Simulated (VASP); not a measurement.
Crystal: As.

```
As
1.0
     1.82594   -5.69340    0.00000
     1.82594    5.69340    0.00000
     0.00000    0.00000    4.73987
As
4
Direct
  0.10456 0.89544 0.07354
  0.89544 0.10456 0.92646
  0.39544 0.60456 0.57354
  0.60456 0.39544 0.42646
```

* Program: VASP 6.6.1
* Task: relaxation of cell and atoms
* Functional: PBE
* Potentials or basis: VASP PAW PBE potentials, release 64 (As)
* Cutoff: 600 eV
* k mesh: 12 × 12 × 10
* Occupations: gaussian, width 0.1 eV
* Spin: no spin polarisation

At the start: pressure 2.0 GPa; volume 24.64 Å³/atom.

Task: Where does the relaxation end?

Result: Over 20 steps the energy falls by 6.1 meV/atom and the volume is 24.81 Å³/atom (+0.7 %); space group Cmce (No. 64, to 0.05 Å).

Step by step:
| step | energy change (eV) | largest force (eV/Å) | pressure (GPa) | volume (Å³) |
| --- | --- | --- | --- | --- |
| 1 | 0.0000 | 0.3624 | 1.98 | 98.55 |
| 2 | -0.0096 | 0.2162 | -1.46 | 102.96 |
| 3 | -0.0220 | 0.0236 | -0.06 | 101.03 |
| 4 | -0.0224 | 0.0262 | -0.06 | 100.92 |
| 5 | -0.0232 | 0.0446 | -0.05 | 100.59 |
| 6 | -0.0230 | 0.0921 | -0.04 | 99.93 |
| 7 | -0.0234 | 0.0656 | -0.05 | 100.30 |
| 8 | -0.0236 | 0.0589 | -0.04 | 100.24 |
| 9 | -0.0240 | 0.0387 | -0.03 | 100.04 |
| 10 | -0.0244 | 0.0043 | -0.01 | 99.66 |
| 11 | -0.0244 | 0.0059 | -0.01 | 99.64 |
| 12 | -0.0244 | 0.0069 | -0.01 | 99.62 |
| 13 | -0.0244 | 0.0067 | -0.01 | 99.61 |
| 14 | -0.0244 | 0.0062 | 0.00 | 99.58 |
| 15 | -0.0244 | 0.0054 | 0.00 | 99.51 |
| 16 | -0.0245 | 0.0051 | 0.02 | 99.37 |
| 17 | -0.0245 | 0.0087 | 0.05 | 99.10 |
| 18 | -0.0245 | 0.0063 | 0.04 | 99.24 |
| 19 | -0.0245 | 0.0031 | 0.02 | 99.24 |
| 20 | -0.0245 | 0.0015 | 0.00 | 99.24 |

Final structure:
```cif
data_structure
_symmetry_space_group_name_H-M 'P 1'
_symmetry_Int_Tables_number 1
_cell_length_a 6.0128
_cell_length_b 6.0128
_cell_length_c 4.6810
_cell_angle_alpha 90.000
_cell_angle_beta 90.000
_cell_angle_gamma 144.098
_cell_volume 99.24
loop_
_atom_site_label
_atom_site_type_symbol
_atom_site_fract_x
_atom_site_fract_y
_atom_site_fract_z
_atom_site_occupancy
As1 As 0.10591 0.89409 0.06861 1
As2 As 0.89409 0.10591 0.93139 1
As3 As 0.39409 0.60591 0.56861 1
As4 As 0.60591 0.39409 0.43139 1
```
